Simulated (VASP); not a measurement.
# NaF in VASP: notebook

The runs below take NaF through single point, with PBE, r2SCAN.

Everything below comes from runs of VASP 6.6.1. Logs are shortened: lines on timing, memory, paths and dates and some standing lists are left out, and cuts for length are marked.

### 1 The cell of the first run

It takes space group Fm-3m (No. 225, cubic). The conventional cell has a = 4.571 Å, b = 4.571 Å, c = 4.571 Å, α = 90.00°, β = 90.00°, γ = 90.00°. Na (site symmetry m-3m) has 6 F at 2.29 Å within 3.0 Å. F (site symmetry m-3m) has 6 Na at 2.29 Å within 3.0 Å.

### 2 Single point, PBE (strain -0.5%)

Contents of INCAR:

```
SYSTEM = NaF
PREC = Accurate
ENCUT = 520
EDIFF = 1E-6
ISMEAR = -1
SIGMA = 0.02
LREAL = .FALSE.
LASPH = .TRUE.
NELM = 100
ALGO = Normal
ISIF = 2
LWAVE = .FALSE.
LCHARG = .TRUE.
GGA = PE
LELF = .TRUE.
LVHAR = .TRUE.
NBANDS = 14
```

Contents of KPOINTS:

```
Automatic mesh
0
G
  10 10 10
  0 0 0
```

Contents of POSCAR:

```
NaF
1.0
    0.0000000000      2.2856822476      2.2856822476
    2.2856822476      0.0000000000      2.2856822476
    2.2856822476      2.2856822476      0.0000000000
Na F
1 1
Direct
    0.0000000000      0.0000000000      0.0000000000
    0.5000000000      0.5000000000      0.5000000000
```

Potentials or basis: VASP PAW PBE potentials, release 64 (Na_pv, F).

Started as:

```console
$ cat potpaw_PBE.64/Na_pv/POTCAR potpaw_PBE.64/F/POTCAR > POTCAR
$ mpirun -np 1 vasp_std > vasp.out
```

OUTCAR:

```text
SYSTEM = NaF
   PREC = Accurate
   ENCUT = 520
   EDIFF = 1E-6
   ISMEAR = -1
   LREAL = .FALSE.
   LASPH = .TRUE.
   NELM = 100
   ISIF = 2
   GGA = PE

 ion  position               nearest neighbor table
   1  0.000  0.000  0.000-   2 2.29   2 2.29   2 2.29   2 2.29   2 2.29   2 2.29
   2  0.500  0.500  0.500-   1 2.29   1 2.29   1 2.29   1 2.29   1 2.29   1 2.29

  LATTYP: Found a face centered cubic cell.
 ALAT       =     4.5713644952

  Lattice vectors:

 A1 = (   0.0000000000,   2.2856822476,   2.2856822476)
 A2 = (   2.2856822476,   0.0000000000,   2.2856822476)
 A3 = (   2.2856822476,   2.2856822476,   0.0000000000)

Analysis of symmetry for initial positions (statically):
=====================================================================
 Subroutine PRICEL returns:
 Original cell was already a primitive cell.

 Routine SETGRP: Setting up the symmetry group for a
 face centered cubic supercell.

 Subroutine GETGRP returns: Found 48 space group operations
[... 9 lines left out ...]

 Routine SETGRP: Setting up the symmetry group for a
 face centered cubic supercell.

 Subroutine GETGRP returns: Found 48 space group operations
[... 11 lines left out ...]
                                     Primitive cell

  volume of cell :      23.8824

  direct lattice vectors                    reciprocal lattice vectors
     0.000000000  2.285682248  2.285682248    -0.218753066  0.218753066  0.218753066
     2.285682248  0.000000000  2.285682248     0.218753066 -0.218753066  0.218753066
     2.285682248  2.285682248  0.000000000     0.218753066  0.218753066 -0.218753066

  length of vectors
     3.232442834  3.232442834  3.232442834     0.378891425  0.378891425  0.378891425

  position of ions in fractional coordinates (direct lattice)
     0.000000000  0.000000000  0.000000000
     0.500000000  0.500000000  0.500000000

  ion indices of the primitive-cell ions
   primitive index   ion index
                 1           1
                 2           2

----------------------------------------------------------------------------------------

 KPOINTS: Automatic mesh

Automatic generation of k-mesh.
 Grid dimensions read from file:
 generate k-points for:   10   10   10

 Generating k-lattice:

  Cartesian coordinates                     Fractional coordinates (reciprocal lattice)
    -0.021875307  0.021875307  0.021875307     0.100000000  0.000000000  0.000000000
     0.021875307 -0.021875307  0.021875307     0.000000000  0.100000000  0.000000000
     0.021875307  0.021875307 -0.021875307     0.000000000  0.000000000  0.100000000

[... 59 lines left out ...]
   NSW    =      0    number of steps for IOM
   IBRION =     -1    ionic relax: 0-MD 1-quasi-New 2-CG
   NFREE  =      0    steps in history (QN), initial steepest desc. (CG)
   ISIF   =      2    stress and relaxation
   ISYM   =      2    0-nonsym 1-usesym 2-fastsym
   POTIM  = 0.5000    time-step for ionic-motion
   TEBEG  =    0.0;   TEEND  =   0.0 temperature during run
   PSTRESS=    0.0 pullay stress
   NELECT =      14.0000    total number of electrons
   NUPDOWN=      -1.0000    fix difference up-down
   EMIN   =  10.00;   EMAX   =-10.00  energy-range for DOS
   EFERMI =   0.00;   METHOD = LEGACY
   ISMEAR =    -1;   SIGMA  =   0.02  broadening in eV -4-tet -1-fermi 0-gaus
   EFERMI_NEDOS =   21; number of points for ismear=-14 and -15
   IALGO  =     38    algorithm
   IMIX   =      4    mixing-type and parameters
     AMIX     =   0.40;   BMIX     =  1.00
     AMIX_MAG =   1.60;   BMIX_MAG =  1.00
  volume/ion in A,a.u.               =      11.94        80.58
  Fermi-wavevector in a.u.,A,eV,Ry     =   1.370119  2.589150 25.541215  1.877226
  Thomas-Fermi vector in A             =   2.495934
   LORBIT       =      0    0 simple, 1 ext, 2 COOP (PROOUT), +10 PAW based schemes
   GGA     = PE    functional components
[... 5 lines left out ...]
 non-spin polarized calculation
  energy-cutoff  :      520.00
  volume of cell :       23.88
 maximum number of plane-waves:       656
   NGX = 13   NGY = 13   NGZ = 13

 number of electron      13.9999998 magnetization

 Free energy of the ion-electron system (eV)
  ---------------------------------------------------
  ext. energy  EPLUGINS =         0.00000000
  ---------------------------------------------------
  free energy    TOTEN  =        -8.53993722 eV

  energy without entropy =       -8.53993722  energy(sigma->0) =       -8.53993722

 E-fermi :  -1.5166     XC(G=0):  -9.3519

 val. band max:       -1.9005046726   @ k =   0.0000   0.0000   0.0000
 cond. band min:       4.6248662443   @ k =   0.0000   0.0000   0.0000
 fundamental gap:      6.5253709170
 Fermi energy:        -1.5165748328

 k-point     1 :       0.0000    0.0000    0.0000
  band No.  band energies     occupation
      1     -21.1456      2.00000
      2     -20.7276      2.00000
      3     -20.7276      2.00000
      4     -20.7276      2.00000
      5      -1.9005      2.00000
      6      -1.9005      2.00000
      7      -1.9005      2.00000
      8       4.6249      0.00000
      9      17.3686      0.00000
     10      17.3686      0.00000
     11      17.3687      0.00000
     12      20.3158      0.00000
     13      22.5399      0.00000
     14      22.5399      0.00000
[... 377 lines left out ...]
      1     -21.3517      2.00000
      2     -20.7825      2.00000
      3     -20.7732      2.00000
      4     -20.3865      2.00000
      5      -3.1367      2.00000
      6      -2.3033      2.00000
      7      -2.2442      2.00000
      8       8.9918      0.00000
      9      12.1248      0.00000
     10      15.2690      0.00000
     11      18.1934      0.00000
     12      18.2432      0.00000
     13      24.1640      0.00000
     14      25.2550      0.00000

 [... further k-points ...]

------------------------ aborting loop because EDIFF is reached ----------------------------------------

  FORCE on cell =-STRESS in cart. coord.  units (eV):
  Direction    XX          YY          ZZ          XY          YZ          ZX
  --------------------------------------------------------------------------------------
  -------------------------------------------------------------------------------------
  Total        0.6647703      0.6647703      0.6647703      0.0000000      0.0000000      0.0000000
  in kB       44.5968976     44.5968976     44.5968976      0.0000000      0.0000000      0.0000000
  external PRESSURE =      44.5968976 kB  Pullay stress =       0.0000000 kB

 VOLUME and BASIS-vectors are now :
 -----------------------------------------------------------------------------
  energy-cutoff  :      520.00
  volume of cell :       23.88
      direct lattice vectors                 reciprocal lattice vectors
     0.000000000  2.285682248  2.285682248    -0.218753066  0.218753066  0.218753066
     2.285682248  0.000000000  2.285682248     0.218753066 -0.218753066  0.218753066
     2.285682248  2.285682248  0.000000000     0.218753066  0.218753066 -0.218753066

 POSITION                                       TOTAL-FORCE (eV/Angst)
 -----------------------------------------------------------------------------------
      0.00000      0.00000      0.00000        -0.000000     -0.000000     -0.000000
      2.28568      2.28568      2.28568         0.000000      0.000000      0.000000
 -----------------------------------------------------------------------------------
    total drift:                                0.000000     -0.000000      0.000000

  FREE ENERGIE OF THE ION-ELECTRON SYSTEM (eV)
  ---------------------------------------------------
  free  energy   TOTEN  =        -8.5399372220 eV

  energy  without entropy=       -8.5399372220  energy(sigma->0) =       -8.53993722
```

OSZICAR:

```text
N       E                     dE             d eps       ncg     rms          rms(c)
DAV:   1     0.111982136469E+03    0.11198E+03   -0.77755E+03  1348   0.124E+03
DAV:   2    -0.378604360314E+01   -0.11577E+03   -0.10687E+03  1448   0.350E+02
DAV:   3    -0.938798645539E+01   -0.56019E+01   -0.55897E+01  1646   0.698E+01
DAV:   4    -0.943038640799E+01   -0.42400E-01   -0.42398E-01  1484   0.659E+00
DAV:   5    -0.943080176986E+01   -0.41536E-03   -0.41536E-03  1610   0.651E-01    0.543E+00
DAV:   6    -0.854709733173E+01    0.88370E+00   -0.30143E+00  1568   0.151E+01    0.178E+00
DAV:   7    -0.853802907776E+01    0.90683E-02   -0.29317E-02  1370   0.204E+00    0.105E+00
DAV:   8    -0.853942291368E+01   -0.13938E-02   -0.26989E-02  1412   0.316E+00    0.144E-01
DAV:   9    -0.853999862868E+01   -0.57571E-03   -0.37569E-03  1694   0.583E-01    0.108E-01
DAV:  10    -0.853993900423E+01    0.59624E-04   -0.63344E-04  1424   0.312E-01    0.159E-02
DAV:  11    -0.853993695903E+01    0.20452E-05   -0.21772E-05  1538   0.567E-02    0.199E-03
DAV:  12    -0.853993722204E+01   -0.26301E-06   -0.10613E-06  1478   0.106E-02
   1 F= -.85399372E+01 E0= -.85399372E+01  d E =-.377041E-10
```

stdout:

```text
POSCAR found type information on POSCAR NaF
 POSCAR found :  2 types and       2 ions
 scaLAPACK will be used
 LDA part: xc-table for (Slater+PW92), standard interpolation
 POSCAR, INCAR and KPOINTS ok, starting setup
 FFT: planning ... GRIDC
 FFT: planning ... GRID_SOFT
 FFT: planning ... GRID
 WAVECAR not read
 entering main loop
```

It used 7.1 s of CPU time on 1 thread of Intel Xeon 6975P-C (shared host).

What came out:

```
Free energy            : -8.5399 eV
Pressure               : 4.5 GPa
Band gap on the k mesh : 6.53 eV, direct
```

Caveat: the cell differs from its parent crystal (strain -0.5%). A k mesh can miss the band edges.

### 3 Single point, r2SCAN (strain -0.5%)

POSCAR is that of step 2.

Contents of INCAR.step1:

```
SYSTEM = NaF
  PREC = Accurate
  ENCUT = 520
  ISMEAR = 0
  SIGMA = 0.01
  LREAL = .False.
  LASPH = .True.
  NELM = 80
  NBANDS = 14
  GGA = PE
  ALGO = Normal
  EDIFF = 1E-4
  LWAVE = .True.
  LCHARG = .False.
```

Contents of INCAR.step2:

```
SYSTEM = NaF
  PREC = Accurate
  ENCUT = 520
  EDIFF = 1E-7
  ISMEAR = 0
  SIGMA = 0.01
  LREAL = .False.
  LASPH = .True.
  NELM = 80
  ALGO = Normal
  ISIF = 2
  LWAVE = .False.
  LCHARG = .True.
  METAGGA = R2SCAN
  LMIXTAU = .True.
  LELF = .True.
  LVHAR = .True.
  NBANDS = 14
  ISTART = 1
```

Contents of KPOINTS:

```
Automatic mesh
0
Gamma
  10 10 10
  0 0 0
```

Potentials or basis: VASP PAW PBE potentials, release 64 (Na_pv, F).

Started as:

```console
$ cat potpaw_PBE.64/Na_pv/POTCAR potpaw_PBE.64/F/POTCAR > POTCAR
$ cp INCAR.step1 INCAR
$ mpirun -np 1 vasp_std > vasp.out
$ cp INCAR.step2 INCAR
$ mpirun -np 1 vasp_std > vasp.out
```

It took 54 s on 1 thread of Intel Xeon 6975P-C, shared host; peak memory 0.14 GiB.

Results (log left out):

| Item | Value |
| --- | --- |
| Free energy | -12.6037 eV |
| Pressure | 0.0 GPa |
| Band gap on the k mesh | 7.41 eV, direct |

Levels at points of the mesh, in eV from the valence-band top:
```tsv
k point	band 4	band 5	band 6	band 7	band 8	band 9	band 10	band 11
(0.00, 0.00, 0.00)	-19.38	0.00	0.00	0.00	7.41	20.08	20.08	20.08
(0.50, 0.00, 0.00)	-18.85	-1.64	-0.29	-0.29	11.90	13.78	21.87	21.87
(0.50, 0.50, 0.00)	-19.43	-1.32	-0.42	-0.42	14.06	14.42	15.27	21.67
```

Caveat: the cell differs from its parent crystal (strain -0.5%); the PAW data sets were made with another functional, which shifts forces and pressure a little.

### 4 Single point, PBE (epitaxial 111 strain +3.2%)

Contents of INCAR:

```
PREC = Accurate ; ENCUT = 520
EDIFF = 1E-6 ; ISMEAR = -1
SIGMA = 0.02 ; LREAL = False
LASPH = True ; NELM = 80
ALGO = Normal ; ISIF = 2
LWAVE = False ; LCHARG = False
GGA = PE ; NBANDS = 14
```

Contents of KPOINTS:

```
regular mesh
0
Gamma
  10 10 10
```

Contents of POSCAR:

```
NaF
1.0
   -0.0867344188      2.2832538977      2.2832538977
    2.2832538977     -0.0867344188      2.2832538977
    2.2832538977      2.2832538977     -0.0867344188
Na F
1 1
Direct
    0.0000000000      0.0000000000      0.0000000000
    0.5000000000      0.5000000000      0.5000000000
```

Started as:

```console
$ cat potpaw_PBE.64/Na_pv/POTCAR potpaw_PBE.64/F/POTCAR > POTCAR
$ mpirun -np 1 vasp_std > vasp.out
```

It used 14 s of CPU time on 1 thread of Intel Xeon 6975P-C (shared host).

Results (log left out):

```
Free energy            : -8.5567 eV
Pressure               : 1.3 GPa
Band gap on the k mesh : 6.13 eV, direct
```

Stress tensor (GPa, compression positive):
```
1.34 0.90 0.90
0.90 1.34 0.90
0.90 0.90 1.34
```

Levels at points of the mesh, in eV from the valence-band top:
| k point | band 3 | band 4 | band 5 | band 6 | band 7 | band 8 | band 9 | band 10 | band 11 | band 12 |
| --- | --- | --- | --- | --- | --- | --- | --- | --- | --- | --- |
| (0.00, 0.00, 0.00) | -19.09 | -19.09 | -0.14 | -0.14 | 0.00 | 6.13 | 18.35 | 18.35 | 19.77 | 21.58 |
| (0.50, 0.00, 0.00) | -19.10 | -18.30 | -1.68 | -0.36 | -0.25 | 10.59 | 12.11 | 19.75 | 20.49 | 22.20 |
| (0.50, 0.50, 0.00) | -19.14 | -19.00 | -1.35 | -0.57 | -0.41 | 12.95 | 13.03 | 13.53 | 19.07 | 20.00 |
| (0.50, 0.50, 0.50) | -19.11 | -18.34 | -1.62 | -0.44 | -0.44 | 10.65 | 12.74 | 19.29 | 19.29 | 22.45 |

Caveat: the cell differs from its parent crystal (epitaxial 111 strain +3.2%). A k mesh can miss the band edges.

### 5 The runs side by side

| level | cell | smearing | gap on the mesh (eV) | pressure (GPa) |
| --- | --- | --- | --- | --- |
| PBE | a = 3.232 Å, angles 60.0°, 2 atoms | fermi-dirac 0.02 eV | 6.53 | 4.5 |
| r2SCAN | a = 3.232 Å, angles 60.0°, 2 atoms | gaussian 0.01 eV | 7.41 | 0.0 |
| PBE | a = 3.230 Å, angles 62.5°, 2 atoms | fermi-dirac 0.02 eV | 6.13 | 1.3 |

Alike in all rows: task single point; potentials or basis VASP PAW PBE potentials, release 64 (Na_pv, F); no spin polarisation; k mesh 10 × 10 × 10; cutoff (eV) 520.

Caveats: the PAW data sets were made with another functional, which shifts forces and pressure a little (some runs).

Total energies depend on the potentials used, so only differences within one code and one set of settings carry meaning.
